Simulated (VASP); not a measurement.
Here is a VASP 6.6.1 calculation.

File INCAR:

```
SYSTEM = Sb3As
  PREC = Accurate
  ENCUT = 520
  EDIFF = 1E-6
  ISMEAR = 0
  SIGMA = 0.1
  LREAL = .FALSE.
  LASPH = .TRUE.
  NELM = 100
  ALGO = Normal
  ISIF = 2
  LWAVE = .FALSE.
  LCHARG = .TRUE.
  GGA = PE
  LELF = .TRUE.
  LVHAR = .TRUE.
  NBANDS = 18
```

KPOINTS

```
Automatic mesh
0
G
  10 10 10
  0 0 0
```

POSCAR

```
Sb3As
1.0
    4.6699659305      0.0000000000      0.0000000000
    0.0000000000      4.6699659305      0.0000000000
    0.0000000000      0.0000000000      4.6699659305
Sb As
3 1
Direct
    0.0000000000      0.5000000000      0.5000000000
    0.5000000000      0.0000000000      0.5000000000
    0.5000000000      0.5000000000      0.0000000000
    0.0000000000      0.0000000000      0.0000000000
```

Potentials or basis: VASP PAW PBE potentials, release 64 (Sb, As).

Launch:

```bash
$ cat potpaw_PBE.64/Sb/POTCAR potpaw_PBE.64/As/POTCAR > POTCAR
$ mpirun -np 1 vasp_std > vasp.out
```

Estimate the pressure.

-0.1 GPa.

What does it give for the band gap on the k mesh?

Zero (bands 10 and 11 overlap by 4.05 eV).

Caveat: spin-orbit coupling is left out, which moves the levels of the heavy elements.
